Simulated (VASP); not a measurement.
A run of VASP 6.6.1 is set up as follows.

The input INCAR:

```
SYSTEM = Ru
PREC = Accurate
ENCUT = 520
EDIFF = 1E-7
ISMEAR = 0
SIGMA = 0.1
LREAL = .False.
LASPH = .True.
NELM = 60
ALGO = Fast
ISIF = 2
LWAVE = .False.
LCHARG = .False.
GGA = PS
NBANDS = 21
```

File KPOINTS:

```
Automatic mesh
0
Gamma
  18 18 10
  0 0 0
```

File POSCAR:

```
Ru
1.0
    2.6895079379      0.0000002900      0.0000000000
   -1.3447542200      2.3291820529      0.0000000000
    0.0000000000      0.0000000000      4.2519311479
Ru
2
Direct
    0.0000000000      0.0000000000      0.0000000000
    0.3333333333      0.6666666667      0.5000000000
```

Potentials or basis: VASP PAW PBE potentials, release 64 (Ru_pv).

Command:

```console
$ cat potpaw_PBE.64/Ru_pv/POTCAR > POTCAR
$ mpirun -np 1 vasp_std > vasp.out
```

(1) Estimate the pressure.

(2) What does it give for the band gap on the k mesh?

Results:

(1) -0.1 GPa.

(2) zero (bands 14 and 15 overlap by 3.22 eV).

Caveat: the PAW data sets were made with another functional, which shifts forces and pressure a little.
